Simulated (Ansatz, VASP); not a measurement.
## Two plane-wave programs on TiAl3

Contents of INCAR:

```
SYSTEM = TiAl3
PREC = Accurate ; ENCUT = 520
EDIFF = 1E-6 ; ISMEAR = 0
SIGMA = 0.1 ; LREAL = .FALSE.
LASPH = .TRUE. ; NELM = 80
ALGO = Normal ; ISIF = 2
LWAVE = .FALSE. ; LCHARG = .FALSE.
GGA = PE ; NBANDS = 18
```

File KPOINTS:

```
regular mesh
0
G
  4 4 4
  0 0 0
```

Contents of POSCAR:

```
TiAl3
1.0
    3.8480927300      0.0000000000      0.0000000000
    0.0000000000      3.8480927300      0.0000000000
    0.0000000000      0.0000000000      3.8480927300
Ti Al
1 3
Direct
    0.0000000000      0.0000000000      0.0000000000
    0.5000000000      0.0000000000      0.5000000000
    0.0000000000      0.5000000000      0.5000000000
    0.5000000000      0.5000000000      0.0000000000
```

Input for Ansatz:

```yaml
crystal:
  lattice:
    - [3.84809273, 0.0, 0.0]
    - [0.0, 3.84809273, 0.0]
    - [0.0, 0.0, 3.84809273]
  atoms:
    - { symbol: Ti, position: [0.0, 0.0, 0.0] }
    - { symbol: Al, position: [0.5, 0.0, 0.5] }
    - { symbol: Al, position: [0.0, 0.5, 0.5] }
    - { symbol: Al, position: [0.5, 0.5, 0.0] }
basis:
  ecutwfc: 420
kpoints:
  mp_grid: { grid: [4, 4, 4] }
hamiltonian:
  xc: pbe
scf:
  occupations: { method: gaussian, width: 0.1 }
  lower_state_search: "off"
output:
  forces: true
  stress: true
  eigenvalues: true
```

Change from the starting cell: species swapped into the ErGa3 type (Pm-3m, No. 221).

Alike in both runs: task single point; functional PBE; k mesh 4 × 4 × 4; occupations gaussian, width 0.1 eV; no spin polarisation.

|  | VASP | Ansatz |
| --- | --- | --- |
| version | VASP 6.6.1 | Ansatz 0.2.0 |
| potentials or method | VASP PAW PBE potentials, release 64 (Ti_sv, Al), cutoff 520 eV | scalar-relativistic, plane waves, PAW |
| valence electrons in the cell | 21 | 21 |

|  | VASP | Ansatz | Ansatz less VASP |
| --- | --- | --- | --- |
| gap on the k mesh at the Fermi level (eV) | none | none | - |
| pressure (GPa) | 13.2 | 13.2 | -0.03 |

A gap of «none» marks a metal or a gap that the smearing closes. With one functional, cell and mesh, what is left measures potentials, basis and numerics.

The k mesh is coarse, so the values compare programs but aren't converged.
